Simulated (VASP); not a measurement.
A run of VASP 6.6.1:

INCAR

```
SYSTEM = Co
  ALGO = Normal
  EDIFF = 1E-6
  ENCUT = 520
  GGA = PS
  ISIF = 2
  ISMEAR = -1
  ISPIN = 2
  LASPH = .TRUE.
  LCHARG = .FALSE.
  LMAXMIX = 4
  LORBIT = 11
  LREAL = .FALSE.
  LWAVE = .FALSE.
  MAGMOM = 1.673
  NBANDS = 14
  NELM = 150
  PREC = Accurate
  SIGMA = 0.05
```

KPOINTS

```
k-points
0
G
  17 17 17
  0 0 0
```

Contents of POSCAR:

```
Co
1.0
    0.0000000000      1.8016606195      1.8016606195
    1.8016606195      0.0000000000      1.8016606195
    1.8016606195      1.8016606195      0.0000000000
Co
1
Direct
    0.0000000000      0.0000000000      0.0000000000
```

Potentials or basis: VASP PAW PBE potentials, release 64 (Co).

Command:

```console
$ cat potpaw_PBE.64/Co/POTCAR > POTCAR
$ mpirun -np 1 vasp_std > vasp.out
```

Hardware: 1 thread of Intel Xeon 8259CL, with other jobs on the host.

**Question.** Estimate the wall time of this run.

**Answer.** Run time: 100 s on 1 thread of Intel Xeon 8259CL, with other jobs on the host, peak memory 0.16 GiB. Counts: scf iterations 14, k points 165.
